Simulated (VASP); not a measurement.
Here is a VASP 6.6.1 calculation.

File INCAR:

```
SYSTEM = TiO2
  PREC = Accurate
  ENCUT = 600
  EDIFF = 1E-6
  ISMEAR = -1
  SIGMA = 0.02
  LREAL = .FALSE.
  LASPH = .TRUE.
  NELM = 100
  ALGO = Normal
  ISIF = 3
  LWAVE = .FALSE.
  LCHARG = .FALSE.
  GGA = PE
  IBRION = 2
  NSW = 80
  EDIFFG = -0.005
```

The input KPOINTS:

```
Automatic mesh
0
G
  8 8 8
  0 0 0
```

POSCAR

```
TiO2
1.0
   -1.8921000000      1.8921000000      4.7573000000
    1.8921000000     -1.8921000000      4.7573000000
    1.8921000000      1.8921000000     -4.7573000000
Ti O
2 4
Direct
    0.0000000000      0.0000000000      0.0000000000
    0.7500000000      0.2500000000      0.5000000000
    0.2081000000      0.2081000000      0.0000000000
    0.9581000000      0.4581000000      0.5000000000
    0.5419000000      0.0419000000      0.5000000000
    0.7919000000      0.7919000000      0.0000000000
```

Potentials or basis: VASP PAW PBE potentials, release 64 (Ti_sv, O).

Run with:

```bash
$ cat potpaw_PBE.64/Ti_sv/POTCAR potpaw_PBE.64/O/POTCAR > POTCAR
$ mpirun -np 1 vasp_std > vasp.out
```

Problem. Estimate the relaxed cell.

Solution. a = 5.547 Å, b = 5.547 Å, c = 5.547 Å, α = 139.91°, β = 139.91°, γ = 57.99°.

Problem. Estimate the space group after relaxing (to 0.05 Å).

Solution. I4_1/amd (No. 141).

Final structure:
```
Ti O
1.0
    -1.90118    1.90118    4.85152
     1.90118   -1.90118    4.85152
     1.90118    1.90118   -4.85152
Ti O
2 4
Direct
  0.00000 0.00000 0.00000
  0.75000 0.25000 0.50000
  0.20657 0.20657 0.00000
  0.95657 0.45657 0.50000
  0.54343 0.04343 0.50000
  0.79343 0.79343 0.00000
```

PBE usually gives volumes a little too large and moduli too small. Zero-point motion and thermal expansion aren't in these numbers.
